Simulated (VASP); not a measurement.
Input of a VASP 6.6.1 run:

Contents of INCAR:

```
PREC = Accurate
ENCUT = 600
EDIFF = 1E-6
ISMEAR = 0
SIGMA = 0.02
LREAL = False
LASPH = True
NELM = 120
ALGO = Normal
ISIF = 2
LWAVE = False
LCHARG = False
GGA = PE
NBANDS = 20
GGA_COMPAT = False
```

KPOINTS

```
Automatic mesh
0
Gamma
  8 8 8
```

The input POSCAR:

```
CdF2
1.0
    0.0000000000      2.7406998190      2.7406998190
    2.7406998190      0.0000000000      2.7406998190
    2.7406998190      2.7406998190      0.0000000000
Cd F
1 2
Direct
    0.0000000000      0.0000000000      0.0000000000
    0.2500000000      0.2500000000      0.2500000000
    0.7500000000      0.7500000000      0.7500000000
```

Potentials or basis: VASP PAW PBE potentials, release 64 (Cd, F).

The run is started by

```bash
$ cat potpaw_PBE.64/Cd/POTCAR potpaw_PBE.64/F/POTCAR > POTCAR
$ mpirun -np 1 vasp_std > vasp.out
```

Question: What does it give for the band gap on the k mesh?

Answer: 2.89 eV, indirect (least direct gap 3.45 eV).

Question: What does it give for the pressure?

Answer: 0.4 GPa.

A k mesh can miss the band edges.
